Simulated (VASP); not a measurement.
# MoS2: single point with PBE+D3(BJ)

MoS2:

```
CELL_PARAMETERS angstrom
3.19090 0.00000 0.00000
-1.59545 2.76340 0.00000
0.00000 0.00000 6.73233
ATOMIC_POSITIONS crystal
Mo 0.00000 0.00000 0.00000
S 0.33333 0.66667 0.23579
S 0.33333 0.66667 0.76421
```

This cell differs from its parent crystal: volume 19.788 Å^3 an atom, c/a of the conventional cell 2.1098.

```
Program                : VASP 6.6.1
Task                   : single point
Functional             : PBE
Dispersion             : D3(BJ)
Potentials or basis    : VASP PAW PBE potentials, release 64 (Mo_sv, S)
Cutoff                 : 500 eV
k mesh                 : 12 × 12 × 6
Occupations            : gaussian, width 0.05 eV
Spin                   : no spin polarisation
Dipole correction      : no
Further INCAR settings : ALGO = Normal; EDIFF = 1e-06; NBANDS = 20
```

```
Pressure                   : -5.2 GPa
Largest force              : 0.614 eV/Å
Band gap on the k mesh     : 1.21 eV, indirect (least direct gap 1.67 eV)
Dispersion energy per atom : -0.382 eV
```

Forces in eV/Å, atoms in the order of the input:
```
Mo   0.000  0.000  0.000
S    0.000  0.000 -0.614
S    0.000  0.000  0.614
```

Stress tensor (GPa, compression positive):
```
-4.96  0.00  0.00
 0.00 -4.96  0.00
 0.00  0.00 -5.62
```

Levels at points of the mesh, in eV from the valence-band top:
```
           k point  band 9  band 10  band 11  band 12  band 13  band 14  band 15  band 16  band 17  band 18
(0.00, 0.00, 0.00)   -2.86    -1.78    -1.78    -1.45    -0.83     2.36     2.36     2.47     2.47     5.61
(0.50, 0.00, 0.00)   -4.59    -3.42    -1.94    -1.34    -1.20     1.84     2.24     3.72     3.86     5.16
(0.00, 0.00, 0.50)   -2.85    -2.85    -1.80    -1.80     0.00     2.30     2.30     2.56     2.56     5.92
(0.50, 0.00, 0.50)   -4.20    -3.44    -2.72    -1.28    -0.82     1.86     2.40     3.11     3.69     6.46
```

Run time: 82 s on 1 thread of Intel(R) Xeon(R) Platinum 8175M CPU @ 2.50GHz (Skylake/Cascade Lake), with other jobs on the host, peak memory 0.23 GiB.

 A k mesh can miss the band edges.
